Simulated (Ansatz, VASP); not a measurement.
Two plane-wave programs on Al2Pt

Contents of INCAR:

```
SYSTEM = Al2Pt
ALGO = Normal
EDIFF = 1E-8
ENCUT = 520
ISIF = 2
ISMEAR = -1
LASPH = .TRUE.
LCHARG = .FALSE.
LEFG = .TRUE.
LREAL = .FALSE.
LWAVE = .FALSE.
NBANDS = 15
NELM = 60
PREC = Accurate
SIGMA = 0.08
```

KPOINTS

```
k-points
0
G
  12 12 12
  0 0 0
```

The input POSCAR:

```
Al2Pt
1.0
    0.0000000000      2.9150626719      2.9150626719
    2.9150626719      0.0000000000      2.9150626719
    2.9150626719      2.9150626719      0.0000000000
Al Pt
2 1
Direct
    0.2500000000      0.2500000000      0.2500000000
    0.7500000000      0.7500000000      0.7500000000
    0.0000000000      0.0000000000      0.0000000000
```

Input for Ansatz:

```yaml
crystal:
  lattice:
    - [0.0, 2.9150626719, 2.9150626719]
    - [2.9150626719, 0.0, 2.9150626719]
    - [2.9150626719, 2.9150626719, 0.0]
  atoms:
    - { symbol: Al, position: [0.25, 0.25, 0.25] }
    - { symbol: Al, position: [0.75, 0.75, 0.75] }
    - { symbol: Pt, position: [0.0, 0.0, 0.0] }
kpoints:
  mp_grid: { grid: [12, 12, 12] }
scf:
  occupations: { method: fermi_dirac, width: 0.08 }
hamiltonian:
  xc: lda
  pseudopotentials: { kind: paw }
output:
  forces: true
  stress: true
  eigenvalues: true
  efg: { contact_densities: true }
```

Change from the starting cell: volume scaled by 0.96, PAW files.

Alike in both runs: task electric field gradients; functional LDA; k mesh 12 × 12 × 12; occupations fermi-dirac, width 0.08 eV; no spin polarisation.

|  | VASP | Ansatz |
| --- | --- | --- |
| version | VASP 6.6.1 | Ansatz 0.2.0 |
| potentials or method | VASP PAW LDA potentials, release 64 (Al, Pt) | PAW with Ansatz's default frozen-core files, scalar-relativistic |
| plane-wave cutoff (eV) | 520 | 420 |
| valence electrons in the cell | 16 | 24 |

Ansatz gave:

* pressure (GPa): 1.8

Estimate VASP's values.

pressure (GPa): 2.2.

LDA's correlation is that of Perdew and Zunger in VASP and of Perdew and Wang (1992) in Ansatz. VASP's potentials hold 16 valence electrons a cell and Ansatz's 24, so a difference there can come from the potentials and not from the codes.

Neither program's run includes spin-orbit coupling.
